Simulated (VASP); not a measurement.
The system is TaAgS2.

```
Ta Ag S
1.0
     3.77914    0.00000    0.00000
    -1.88957    3.27283    0.00000
     0.00000    0.00000    5.85766
Ta Ag S
1 1 2
Direct
  0.00000 0.00000 0.50000
  0.00000 0.00000 0.00000
  0.33333 0.66667 0.25000
  0.66667 0.33333 0.75000
```

```yaml
Program: VASP 6.6.1
Task: relaxation of cell and atoms
Functional: PBE
Potentials_or_basis: VASP PAW PBE potentials, release 64 (Ta_pv, Ag, S)
Cutoff: 600 eV
k_mesh: 6 × 6 × 4
Occupations: gaussian, width 0.1 eV
Spin: no spin polarisation
```

At the start: pressure -2.2 GPa; volume 18.11 Å³/atom.

Q: How do energy, volume and symmetry change on relaxing?

A: Over 21 steps the energy falls by 241.5 meV/atom and the volume is 18.28 Å³/atom (+0.9 %); space group P-3m1 (No. 164, to 0.1 Å) before and after.

The path:
| step | energy change (eV) | largest force (eV/Å) | pressure (GPa) | volume (Å³) |
| --- | --- | --- | --- | --- |
| 1 | 0.0000 | 1.6817 | -2.23 | 72.45 |
| 2 | -0.3311 | 0.7247 | 3.06 | 69.78 |
| 3 | -0.3907 | 0.0015 | 7.36 | 68.18 |
| 4 | -0.5722 | 0.2127 | 2.74 | 70.96 |
| 5 | -0.6419 | 0.3835 | -0.47 | 73.66 |
| 6 | -0.6512 | 0.4369 | -1.55 | 74.82 |
| 7 | -0.6618 | 0.4670 | -3.27 | 77.11 |
| 8 | -0.8184 | 0.4920 | -1.79 | 76.33 |
| 9 | -0.7850 | 0.5191 | 6.99 | 72.40 |
| 10 | -0.9302 | 0.6151 | 1.41 | 74.88 |
| 11 | -0.9326 | 0.6118 | 2.36 | 74.42 |
| 12 | -0.8950 | 0.5705 | -2.88 | 77.02 |
| 13 | -0.9475 | 0.1773 | 0.32 | 75.35 |
| 14 | -0.9475 | 0.1932 | 0.40 | 75.31 |
| 15 | -0.9514 | 0.1739 | -0.09 | 75.45 |
| 16 | -0.9530 | 0.1511 | -0.66 | 75.62 |
| 17 | -0.9566 | 0.1582 | -0.47 | 75.16 |
| 18 | -0.9627 | 0.1725 | 0.25 | 73.76 |
| 19 | -0.9651 | 0.0451 | -0.61 | 73.72 |
| 20 | -0.9652 | 0.0059 | -0.46 | 73.73 |
| 21 | -0.9659 | 0.0073 | 0.13 | 73.12 |

Final structure:
```yaml
crystal:
  lattice:
    - [3.30935, 0.00000, 0.00000]
    - [-1.65468, 2.86599, 0.00000]
    - [0.00000, 0.00000, 7.70937]
  atoms:
    - { symbol: Ta, position: [0.00000, 0.00000, 0.50000] }
    - { symbol: Ag, position: [0.00000, 0.00000, 0.00000] }
    - { symbol: S, position: [0.33333, 0.66667, 0.29231] }
    - { symbol: S, position: [0.66667, 0.33333, 0.70769] }
```

Caveat: a cell axis changed by over 15 % at a fixed basis, so the end point is rough.
